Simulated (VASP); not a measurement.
# C (P6_3/mmc) in VASP: a series of runs, part 2 of 2

VASP 6.6.1. The steps go on from the part before.

## 3. Relaxation of cell and atoms, LDA, target pressure 390 GPa, at which the enthalpy is minimised

This run uses another cell than the first one: it holds 2 atoms, not 4.

Input file INCAR:

```
SYSTEM = C
PREC = Accurate ; ENCUT = 600
EDIFF = 1E-6 ; ISMEAR = -1
SIGMA = 0.1 ; LREAL = .False.
LASPH = .True. ; NELM = 80
ALGO = Normal ; ISIF = 3
LWAVE = .False. ; LCHARG = .False.
GGA = CA ; IBRION = 2
NSW = 60 ; EDIFFG = -0.005
PSTRESS = 3900.0
```

Input file KPOINTS:

```
regular mesh
0
Gamma
  26 26 14
  0 0 0
```

Input file POSCAR:

```
C
1.0
    1.7097777392      0.0000000000      0.0000000000
   -0.8548888696      1.4807109570      0.0000000000
    0.0000000000      0.0000000000      2.7698399376
C
2
Direct
    0.3333333333      0.6666666667      0.2500000000
    0.6666666667      0.3333333333      0.7500000000
```

Potentials or basis: VASP PAW LDA potentials, release 64 (C).

Command:

```
cat potpaw_LDA.64/C/POTCAR > POTCAR
mpirun -np 1 vasp_std > vasp.out
```

OUTCAR:

```text
SYSTEM = C
   PREC = Accurate
   ENCUT = 600
   EDIFF = 1E-6
   ISMEAR = -1
   LREAL = .False.
   LASPH = .True.
   NELM = 80
   ISIF = 3
   GGA = CA
   IBRION = 2
   NSW = 60
   EDIFFG = -0.005
   PSTRESS = 3900.0

 ion  position               nearest neighbor table
   1  0.333  0.667  0.250-   2 1.70   2 1.70   2 1.70   2 1.70   2 1.70   2 1.70
   2  0.667  0.333  0.750-   1 1.70   1 1.70   1 1.70   1 1.70   1 1.70   1 1.70

  LATTYP: Found a hexagonal cell.
 ALAT       =     1.7097777392
 C/A-ratio  =     1.6200000001

  Lattice vectors:

 A1 = (   1.7097777392,   0.0000000000,   0.0000000000)
 A2 = (  -0.8548888696,   1.4807109570,   0.0000000000)
 A3 = (   0.0000000000,   0.0000000000,   2.7698399376)

[... 378 lines left out ...]

 E-fermi :  20.8972     XC(G=0): -16.3075

 val. band max:       20.8842449450   @ k =   0.2308   0.1154   0.2857
 cond. band min:      20.9071782549   @ k =   0.2692   0.0769   0.2857
 fundamental gap:      0.0229333099
 Fermi energy:        20.8972332473

 k-point     1 :       0.0000    0.0000    0.0000
  band No.  band energies     occupation
      1     -10.9021      2.00000
      2      -2.9647      2.00000
      3      -0.1116      2.00000
      4      19.7557      1.99998
      5      36.9947      0.00000
      6      43.2917      0.00000
      7      43.2917      0.00000
      8      43.9904      0.00000
[... 243 lines left out ...]
 k-point    24 :       0.3846    0.0385    0.0000
  band No.  band energies     occupation
      1      -0.6080      2.00000
      2       4.1149      2.00000
      3      13.3073      2.00000
      4      17.1714      2.00000
      5      21.6092      0.00162
      6      25.8354      0.00000
      7      32.8193      0.00000
      8      34.9423      0.00000

 [... further k-points ...]

------------------------ aborting loop because EDIFF is reached ----------------------------------------

  FORCE on cell =-STRESS in cart. coord.  units (eV):
  Direction    XX          YY          ZZ          XY          YZ          ZX
  --------------------------------------------------------------------------------------
  -------------------------------------------------------------------------------------
  Total       17.1472840     17.1472840     17.1546743     -0.0000000     -0.0000000     -0.0000000
  in kB     3898.2086466   3898.2086488   3899.8887488     -0.0000000     -0.0000000     -0.0000000
  external PRESSURE =      -1.2313186 kB  Pullay stress =    3900.0000000 kB
[... 21 lines left out ...]
  energy  without entropy=       -7.5937470288  energy(sigma->0) =       -7.59970826

  enthalpy is  TOTEN    =         9.5494942085 eV   P V=       17.1551637008

 reached required accuracy - stopping structural energy minimisation
```

CONTCAR:

```text
C
   1.00000000000000
     1.4998385441448021   -0.0000000000000001   -0.0000000000000000
    -0.7499192720724011    1.2988982811736396   -0.0000000000000000
    -0.0000000000000000   -0.0000000000000001    3.6176053693500232
  C
     2
Direct
     0.3333333332999970    0.6666666667000030    0.2500000000000000
     0.6666666667000030    0.3333333332999970    0.7500000000000000

  0.00000000E+00  0.00000000E+00  0.00000000E+00
  0.00000000E+00  0.00000000E+00  0.00000000E+00
```

Run time: 11 min. Hardware: 1 thread of AMD EPYC, shared host; peak memory 0.1 GiB.

Results:

| Property | Result |
| --- | --- |
| Free energy | -7.6057 eV |
| Relaxed volume | 3.52 Å³/atom |
| Relaxed cell | a = 1.500 Å, b = 1.500 Å, c = 3.618 Å, α = 90.00°, β = 90.00°, γ = 120.00° |
| Space group after relaxing (to 0.1 Å) | P6_3/mmc (No. 194) |
| Energy change on relaxing (the run minimises the enthalpy) | -302.0 meV/atom |
| Ionic steps | 23 |
| Pressure after relaxing | 389.9 GPa |
| Band gap on the k mesh | zero (bands 4 and 5 overlap by 7.91 eV) |

Stress tensor (GPa, compression positive):
```
389.82   0.00   0.00
  0.00 389.82   0.00
  0.00   0.00 389.99
```

Step by step:
```tsv
step	energy change (eV)	largest force (eV/Å)	pressure (GPa)	volume (Å³)
1	0.0000	0.0000	389.17	7.01
2	-0.0518	0.0000	386.03	6.98
3	0.0930	0.0000	416.12	6.82
4	2.9985	0.0000	710.87	6.18
5	0.1722	0.0000	427.79	6.77
6	0.6785	0.0000	499.07	6.58
7	0.4159	0.0000	463.29	6.67
8	0.1319	0.0000	444.81	6.76
9	-0.3316	0.0000	414.06	6.94
10	-0.5327	0.0000	400.74	7.02
11	-0.4430	0.0000	406.56	6.98
12	-0.4580	0.0000	405.55	6.99
13	-0.4929	0.0000	400.91	7.00
14	-0.5241	0.0000	396.73	7.02
15	-0.5376	0.0000	394.91	7.02
16	-0.5425	0.0000	394.24	7.02
17	-0.5680	0.0000	392.28	7.03
18	-0.6107	0.0000	389.02	7.05
19	-0.6076	0.0000	389.21	7.05
20	-0.6042	0.0000	389.52	7.05
21	-0.6063	0.0000	389.40	7.05
22	-0.6055	0.0000	389.54	7.05
23	-0.6041	0.0000	389.88	7.05
```

Final structure:
```
C
1.0
     1.49984    0.00000    0.00000
    -0.74992    1.29890    0.00000
     0.00000    0.00000    3.61761
C
2
Direct
  0.33333 0.66667 0.25000
  0.66667 0.33333 0.75000
```

Caveat: the cell is relaxed towards a set pressure, so the run minimises the enthalpy, not the energy; a cell axis changed by over 15 % at a fixed basis, so the end point is rough.

## 4. Relaxation of cell and atoms, LDA, target pressure 390 GPa, at which the enthalpy is minimised

This run uses another cell than the first one: it holds 2 atoms, not 4.

Input file INCAR:

```
  PREC = Accurate
  ENCUT = 600
  EDIFF = 1E-6
  ISMEAR = -1
  SIGMA = 0.1
  LREAL = False
  LASPH = True
  NELM = 60
  ALGO = Normal
  ISIF = 3
  LWAVE = False
  LCHARG = False
  GGA = CA
  IBRION = 2
  NSW = 32
  EDIFFG = -0.005
  PSTRESS = 3900.0
```

Input file KPOINTS:

```
Automatic mesh
0
Gamma
  26 26 14
```

Input file POSCAR:

```
C
1.0
    1.4951788505      0.0000000000      0.0000000000
   -0.7475894253      1.2948628678      0.0000000000
    0.0000000000      0.0000000000      3.6478357496
C
2
Direct
    0.3333333333      0.6666666667      0.2500000000
    0.6666666667      0.3333333333      0.7500000000
```

Command:

```
cat potpaw_LDA.64/C/POTCAR > POTCAR
mpirun -np 1 vasp_std > vasp.out
```

Wall time 1.8 min (1 thread of AMD EPYC, shared host); peak memory 0.1 GiB.

Results (log left out):

```
Free energy                                                : -7.6779 eV
Relaxed volume                                             : 3.53 Å³/atom
Relaxed cell                                               : a = 1.496 Å, b = 1.496 Å, c = 3.649 Å, α = 90.00°, β = 90.00°, γ = 120.00°
Space group after relaxing (to 0.1 Å)                      : P6_3/mmc (No. 194)
Energy change on relaxing (the run minimises the enthalpy) : -8.6 meV/atom
Ionic steps                                                : 3
Pressure after relaxing                                    : 390.0 GPa
Band gap on the k mesh                                     : zero (bands 4 and 5 overlap by 7.74 eV)
```

Stress tensor (GPa, compression positive):
```
390.04   0.00   0.00
  0.00 390.04   0.00
  0.00   0.00 389.83
```

The path:
| step | energy change (eV) | largest force (eV/Å) | pressure (GPa) | volume (Å³) |
| --- | --- | --- | --- | --- |
| 1 | 0.0000 | 0.0000 | 391.52 | 7.06 |
| 2 | -0.0828 | 0.0000 | 383.97 | 7.10 |
| 3 | -0.0172 | 0.0000 | 389.97 | 7.07 |

Final structure:
```cif
data_structure
_symmetry_space_group_name_H-M 'P 1'
_symmetry_Int_Tables_number 1
_cell_length_a 1.4958
_cell_length_b 1.4958
_cell_length_c 3.6485
_cell_angle_alpha 90.000
_cell_angle_beta 90.000
_cell_angle_gamma 120.000
_cell_volume 7.07
loop_
_atom_site_label
_atom_site_type_symbol
_atom_site_fract_x
_atom_site_fract_y
_atom_site_fract_z
_atom_site_occupancy
C1 C 0.33333 0.66667 0.25000 1
C2 C 0.66667 0.33333 0.75000 1
```

Levels at points of the mesh, in eV from the Fermi level:
```tsv
k point	band 1	band 2	band 3	band 4	band 5	band 6	band 7	band 8
(0.00, 0.00, 0.00)	-31.69	-24.02	-20.91	-1.55	15.56	22.72	22.72	23.38
(0.50, 0.00, 0.00)	-18.26	-16.56	-6.36	-2.73	-2.17	1.55	12.03	14.04
(0.00, 0.00, 0.50)	-29.44	-29.44	-11.31	-11.31	23.05	23.05	23.05	23.05
(0.50, 0.00, 0.50)	-17.38	-17.38	-6.40	-6.40	3.00	3.00	12.97	12.97
```

Caveat: the cell is relaxed towards a set pressure, so the run minimises the enthalpy, not the energy.

## 5. Overview

```tsv
cell	k mesh	gap on the mesh (eV)	pressure (GPa)
relaxed to 390 GPa from a = 1.882, b = 1.882, c = 5.083 Å, angles 90.0, 90.0, 120.0°, 4 atoms, atomic positions A	17 × 17 × 6	none	390.1
relaxed to 390 GPa from a = 1.710, b = 1.710, c = 2.770 Å, angles 90.0, 90.0, 120.0°, 2 atoms, atomic positions B	26 × 26 × 14	none	389.9
relaxed to 390 GPa from a = 1.495, b = 1.495, c = 3.648 Å, angles 90.0, 90.0, 120.0°, 2 atoms, atomic positions B	26 × 26 × 14	none	390.0
```

Alike in all rows: task relaxation of cell and atoms; level LDA; potentials or basis VASP PAW LDA potentials, release 64 (C); no spin polarisation; cutoff (eV) 600; smearing fermi-dirac 0.1 eV.

Caveats: the cell is relaxed towards a set pressure, so the run minimises the enthalpy, not the energy; a cell axis changed by over 15 % at a fixed basis, so the end point is rough (at least some runs).

Absolute energies hang on the potentials; compare differences alone.
